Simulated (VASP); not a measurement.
# AlNi3 (I4mm) in VASP: single point with r2SCAN

Aim: the single point of AlNi3 with r2SCAN.

All numbers are computed with VASP 6.6.1; they aren't measurements. Logs are shortened: lines on timing, memory, paths and dates and some standing lists are left out, and cuts for length are marked.

## Step 1: The cell of the first run

The structure is tetragonal, space group I4mm (No. 107). Conventional cell: a = 3.962 Å, b = 3.962 Å, c = 5.604 Å, α = 90.00°, β = 90.00°, γ = 90.00°. Within 3.2 Å of Al (site symmetry 4mm) lie 14 Ni at 2.42 to 2.91 Å. Ni (site symmetry 2mm) has 10 Ni at 2.37 to 2.80 Å and 4 Al at 2.42 to 2.43 Å within 3.1 Å. Within 3.1 Å of Ni (site symmetry 4mm) lie 8 Ni at 2.37 to 2.49 Å and 6 Al at 2.69 to 2.91 Å.

## Step 2: Single point, r2SCAN (atoms displaced along a vibrational mode)

POSCAR reads:

```
AlNi3
1.0
    0.0000000000      2.8018887551      2.8018887551
    2.8018887551      0.0000000000      2.8018887551
    2.8018887551      2.8018887551      0.0000000000
Al Ni
1 3
Direct
    0.5060786016      0.4939213984      0.4939213984
    0.2552947385      0.2447052615      0.2447052615
   -0.0133838290      0.0133838290      0.0133838290
    0.7552947385      0.7447052615      0.7447052615
```

INCAR.step1 reads:

```
SYSTEM = AlNi3
ALGO = Normal
EDIFF = 1E-4
ENCUT = 520
GGA = PE
ISMEAR = 0
LASPH = .True.
LCHARG = .False.
LREAL = .False.
LWAVE = .True.
NBANDS = 24
NELM = 100
PREC = Accurate
SIGMA = 0.15
```

INCAR.step2 reads:

```
SYSTEM = AlNi3
ALGO = Normal
EDIFF = 1E-6
ENCUT = 520
ISIF = 2
ISMEAR = 0
ISTART = 1
LASPH = .True.
LCHARG = .False.
LMIXTAU = .True.
LREAL = .False.
LWAVE = .False.
METAGGA = R2SCAN
NBANDS = 24
NELM = 100
PREC = Accurate
SIGMA = 0.15
```

KPOINTS reads:

```
k-points
0
Gamma
  14 14 14
  0 0 0
```

Potentials or basis: VASP PAW PBE potentials, release 64 (Al, Ni).

Run with:

```
cat potpaw_PBE.64/Al/POTCAR potpaw_PBE.64/Ni/POTCAR > POTCAR
cp INCAR.step1 INCAR
mpirun -np 1 vasp_std > vasp.out
cp INCAR.step2 INCAR
mpirun -np 1 vasp_std > vasp.out
```

OUTCAR:

```text
SYSTEM = AlNi3
   EDIFF = 1E-6
   ENCUT = 520
   ISIF = 2
   ISMEAR = 0
   ISTART = 1
   LASPH = .True.
   LREAL = .False.
   METAGGA = R2SCAN
   NELM = 100
   PREC = Accurate

 ion  position               nearest neighbor table
   1  0.506  0.494  0.494-   2 2.42   4 2.42   4 2.42   2 2.42   4 2.43   2 2.43   2 2.43   4 2.43
                             3 2.69   3 2.80   3 2.80   3 2.80   3 2.80   3 2.91
   2  0.255  0.245  0.245-   3 2.37   3 2.37   1 2.42   1 2.42   1 2.43   1 2.43   3 2.49   3 2.49
                             4 2.80   4 2.80   4 2.80   4 2.80   4 2.80   4 2.80
   3  0.987  0.013  0.013-   2 2.37   4 2.37   4 2.37   2 2.37   4 2.49   4 2.49   2 2.49   2 2.49
                             1 2.69   1 2.80   1 2.80   1 2.80   1 2.80   1 2.91
   4  0.755  0.745  0.745-   3 2.37   3 2.37   1 2.42   1 2.42   1 2.43   1 2.43   3 2.49   3 2.49
                             2 2.80   2 2.80   2 2.80   2 2.80   2 2.80   2 2.80

  LATTYP: Found a face centered cubic cell.
 ALAT       =     5.6037775102

  Lattice vectors:

 A1 = (   0.0000000000,   2.8018887551,   2.8018887551)
 A2 = (   2.8018887551,   0.0000000000,   2.8018887551)
 A3 = (   2.8018887551,   2.8018887551,   0.0000000000)

Analysis of symmetry for initial positions (statically):
=====================================================================
 Subroutine PRICEL returns:
 Original cell was already a primitive cell.

 Routine SETGRP: Setting up the symmetry group for a
 face centered cubic supercell.

 Subroutine GETGRP returns: Found  8 space group operations
 (whereof  8 operations were pure point group operations)
 out of a pool of 48 trial point group operations.

The static configuration has the point symmetry C_4v.

Analysis of symmetry for dynamics (positions and initial velocities):
=====================================================================
 Subroutine PRICEL returns:
 Original cell was already a primitive cell.

 Routine SETGRP: Setting up the symmetry group for a
 face centered cubic supercell.

 Subroutine GETGRP returns: Found  8 space group operations
 (whereof  8 operations were pure point group operations)
 out of a pool of 48 trial point group operations.

The dynamic configuration has the point symmetry C_4v.

 Subroutine INISYM returns: Found  8 space group operations
 (whereof  8 operations are pure point group operations),
 and found     1 'primitive' translations

----------------------------------------------------------------------------------------

                                     Primitive cell

  volume of cell :      43.9929

  direct lattice vectors                    reciprocal lattice vectors
     0.000000000  2.801888755  2.801888755    -0.178451053  0.178451053  0.178451053
     2.801888755  0.000000000  2.801888755     0.178451053 -0.178451053  0.178451053
     2.801888755  2.801888755  0.000000000     0.178451053  0.178451053 -0.178451053

  length of vectors
     3.962469078  3.962469078  3.962469078     0.309086291  0.309086291  0.309086291

  position of ions in fractional coordinates (direct lattice)
     0.506078602  0.493921398  0.493921398
     0.255294738  0.244705262  0.244705262
     0.986616171  0.013383829  0.013383829
     0.755294738  0.744705262  0.744705262

  ion indices of the primitive-cell ions
   primitive index   ion index
                 1           1
                 2           2
                 3           3
                 4           4

----------------------------------------------------------------------------------------

 KPOINTS: k-points

Automatic generation of k-mesh.
 Grid dimensions read from file:
 generate k-points for:   14   14   14

 Generating k-lattice:

  Cartesian coordinates                     Fractional coordinates (reciprocal lattice)
    -0.012746504  0.012746504  0.012746504     0.071428571  0.000000000  0.000000000
     0.012746504 -0.012746504  0.012746504     0.000000000  0.071428571  0.000000000
     0.012746504  0.012746504 -0.012746504     0.000000000  0.000000000  0.071428571

  Length of vectors
     0.022077592  0.022077592  0.022077592

  Shift w.r.t. Gamma in fractional coordinates (k-lattice)
     0.000000000  0.000000000  0.000000000

 Subroutine IBZKPT returns following result:
 ===========================================

 Found    244 irreducible k-points:

 Following reciprocal coordinates:
            Coordinates               Weight
  0.000000  0.000000  0.000000      1.000000
  0.071429  0.000000  0.000000      8.000000
  0.142857  0.000000  0.000000      8.000000
  0.214286  0.000000  0.000000      8.000000
  0.285714  0.000000  0.000000      8.000000
  0.357143  0.000000  0.000000      8.000000
[... 16 lines left out ...]
 -0.428571  0.071429  0.000000     16.000000
  0.000000 -0.428571  0.071429      8.000000
 [... further k-points ...]
   k-points           NKPTS =    244   k-points in BZ     NKDIM =    244   number of bands    NBANDS=     24
   number of dos      NEDOS =    301   number of ions     NIONS =      4
   total plane-waves  NPLWV =  27000
   dimension x,y,z NGX =    30 NGY =   30 NGZ =   30
   dimension x,y,z NGXF=    60 NGYF=   60 NGZF=   60
   ions per type =               1   3
   NGX,Y,Z   is equivalent  to a cutoff of  12.59, 12.59, 12.59 a.u.
   NGXF,Y,Z  is equivalent  to a cutoff of  25.17, 25.17, 25.17 a.u.
 SYSTEM =  AlNi3
   PREC   = accura    normal or accurate (medium, high low for compatibility)
   ISTART =      1    job   : 0-new  1-cont  2-samecut
   ICHARG =      0    charge: 1-file 2-atom 10-const
   ISPIN  =      1    spin polarized calculation?
   LNONCOLLINEAR =      F non collinear calculations
   LSORBIT =      F    spin-orbit coupling
   LASPH  =      T    aspherical Exc in radial PAW
   ENCUT  =  520.0 eV  38.22 Ry    6.18 a.u.   7.37  7.37  7.37*2*pi/ulx,y,z
   NELM   =    100;   NELMIN=  2; NELMDL=  0     # of ELM steps
   EDIFF  = 0.1E-05   stopping-criterion for ELM
   LREAL  =      F    real-space projection
   EDIFFG = 0.1E-04   stopping-criterion for IOM
   NSW    =      0    number of steps for IOM
   IBRION =     -1    ionic relax: 0-MD 1-quasi-New 2-CG
   NFREE  =      0    steps in history (QN), initial steepest desc. (CG)
   ISIF   =      2    stress and relaxation
   ISYM   =      2    0-nonsym 1-usesym 2-fastsym
   POTIM  = 0.5000    time-step for ionic-motion
   TEBEG  =    0.0;   TEEND  =   0.0 temperature during run
   PSTRESS=    0.0 pullay stress
   NELECT =      33.0000    total number of electrons
   NUPDOWN=      -1.0000    fix difference up-down
   EMIN   =  10.00;   EMAX   =-10.00  energy-range for DOS
   EFERMI =   0.00;   METHOD = LEGACY
   ISMEAR =     0;   SIGMA  =   0.15  broadening in eV -4-tet -1-fermi 0-gaus
   EFERMI_NEDOS =   21; number of points for ismear=-14 and -15
   IALGO  =     38    algorithm
   IMIX   =      4    mixing-type and parameters
     AMIX     =   0.40;   BMIX     =  1.00
     AMIX_MAG =   1.60;   BMIX_MAG =  1.00
  volume/ion in A,a.u.               =      11.00        74.22
  Fermi-wavevector in a.u.,A,eV,Ry     =   1.487483  2.810935 30.104316  2.212605
  Thomas-Fermi vector in A             =   2.600638
   LORBIT       =      0    0 simple, 1 ext, 2 COOP (PROOUT), +10 PAW based schemes
   METAGGA = R2SCAN    functional components
   LHFCALC =     F    Hartree Fock is set to
   AEXX    =    0.0000 exact exchange contribution
   IVDW    =     0    specifies the selected vdW correction
   LEPSILON=     F    determine dielectric tensor
   LRPA    =     F    only Hartree local field effects (RPA)
 non-spin polarized calculation
 Gauss-broadening in eV      SIGMA  =   0.15
  energy-cutoff  :      520.00
  volume of cell :       43.99
 maximum number of plane-waves:      1243
 NGX is ok and might be reduce to    30
   NGX = 15   NGY = 15   NGZ = 15

 number of electron      32.9999995 magnetization

 Free energy of the ion-electron system (eV)
  ---------------------------------------------------
  ext. energy  EPLUGINS =         0.00000000
  ---------------------------------------------------
  free energy    TOTEN  =       -44.00222620 eV

  energy without entropy =      -43.97190845  energy(sigma->0) =      -43.98706732

 E-fermi :   9.7744     XC(G=0): -13.8770

 val. band max:        9.7740828026   @ k =   0.5000   0.1429  -0.3571
 cond. band min:       9.7765019552   @ k =   0.2143  -0.2857   0.5000
 fundamental gap:      0.0024191526
 Fermi energy:         9.7743926794

 k-point     1 :       0.0000    0.0000    0.0000
  band No.  band energies     occupation
      1      -0.8936      2.00000
      2       5.9623      2.00000
      3       5.9996      2.00000
      4       6.1328      2.00000
      5       6.1328      2.00000
      6       6.1952      2.00000
[... 16 lines left out ...]
     23      17.7612      0.00000
     24      19.0074      0.00000

 k-point     2 :       0.0714    0.0000    0.0000
  band No.  band energies     occupation
      1      -0.8140      2.00000
      2       5.9340      2.00000
      3       5.9574      2.00000
      4       6.1005      2.00000
      5       6.2179      2.00000
      6       6.2563      2.00000
[... 16 lines left out ...]
     23      18.0402      0.00000
     24      18.7492      0.00000

 k-point     3 :       0.1429    0.0000    0.0000
  band No.  band energies     occupation
      1      -0.5770      2.00000
      2       5.8851      2.00000
      3       5.9207      2.00000
      4       5.9983      2.00000
      5       6.3778      2.00000
      6       6.3997      2.00000
[... 16 lines left out ...]
     23      18.2759      0.00000
     24      18.4721      0.00000
[... 514 lines left out ...]
 k-point    23 :      -0.4286    0.0714    0.0000
  band No.  band energies     occupation
      1       2.0775      2.00000
      2       3.4400      2.00000
      3       6.0072      2.00000
      4       6.0689      2.00000
      5       6.8193      2.00000
      6       6.9890      2.00000
[... 16 lines left out ...]
     23      18.8022      0.00000
     24      21.5425      0.00000

 k-point    24 :       0.0000   -0.4286    0.0714
  band No.  band energies     occupation
      1       2.0778      2.00000
      2       3.4396      2.00000
      3       6.0159      2.00000
      4       6.0620      2.00000
      5       6.8167      2.00000
      6       6.9974      2.00000
[... 16 lines left out ...]
     23      18.8001      0.00000
     24      21.5445      0.00000

 [... further k-points ...]

------------------------ aborting loop because EDIFF is reached ----------------------------------------

  FORCE on cell =-STRESS in cart. coord.  units (eV):
  Direction    XX          YY          ZZ          XY          YZ          ZX
  --------------------------------------------------------------------------------------
  -------------------------------------------------------------------------------------
  Total        0.1808369      0.2580094      0.2580094      0.0000000      0.0000000      0.0000000
  in kB        6.5858958      9.3964413      9.3964413      0.0000000      0.0000000      0.0000000
  external PRESSURE =       8.4595928 kB  Pullay stress =       0.0000000 kB

 VOLUME and BASIS-vectors are now :
 -----------------------------------------------------------------------------
  energy-cutoff  :      520.00
  volume of cell :       43.99
      direct lattice vectors                 reciprocal lattice vectors
     0.000000000  2.801888755  2.801888755    -0.178451053  0.178451053  0.178451053
     2.801888755  0.000000000  2.801888755     0.178451053 -0.178451053  0.178451053
     2.801888755  2.801888755  0.000000000     0.178451053  0.178451053 -0.178451053

 POSITION                                       TOTAL-FORCE (eV/Angst)
 -----------------------------------------------------------------------------------
      2.76783      2.80189      2.80189         0.210057      0.000000      0.000000
      1.37127      1.40094      1.40094         0.388733      0.000000      0.000000
      0.07500      2.80189      2.80189        -0.987524      0.000000      0.000000
      4.17316      4.20283      4.20283         0.388733      0.000000      0.000000
 -----------------------------------------------------------------------------------
    total drift:                                0.005241     -0.000032     -0.000033

  FREE ENERGIE OF THE ION-ELECTRON SYSTEM (eV)
  ---------------------------------------------------
  free  energy   TOTEN  =       -44.0022261972 eV

  energy  without entropy=      -43.9719084480  energy(sigma->0) =      -43.98706732
```

It took 19 min on 1 thread of Intel Xeon Platinum 8259CL at 2.50GHz (Skylake/Cascade Lake), shared host; peak memory 0.34 GiB.

Results:

| Quantity | Value |
| --- | --- |
| Free energy | -44.0022 eV |
| Pressure | 0.8 GPa |
| Largest force | 0.988 eV/Å |
| Band gap on the k mesh | zero (an odd number of electrons rules out a gap without spin polarisation) |

Forces on the atoms (eV/Å):
```
Al   0.210  0.000  0.000
Ni   0.389  0.000  0.000
Ni  -0.988  0.000  0.000
Ni   0.389  0.000  0.000
```

Stress tensor (GPa, compression positive):
```
0.66 0.00 0.00
0.00 0.94 0.00
0.00 0.00 0.94
```

Caveat: the cell differs from its parent crystal (atoms displaced along a vibrational mode); the PAW data sets were made with another functional, which shifts forces and pressure a little.
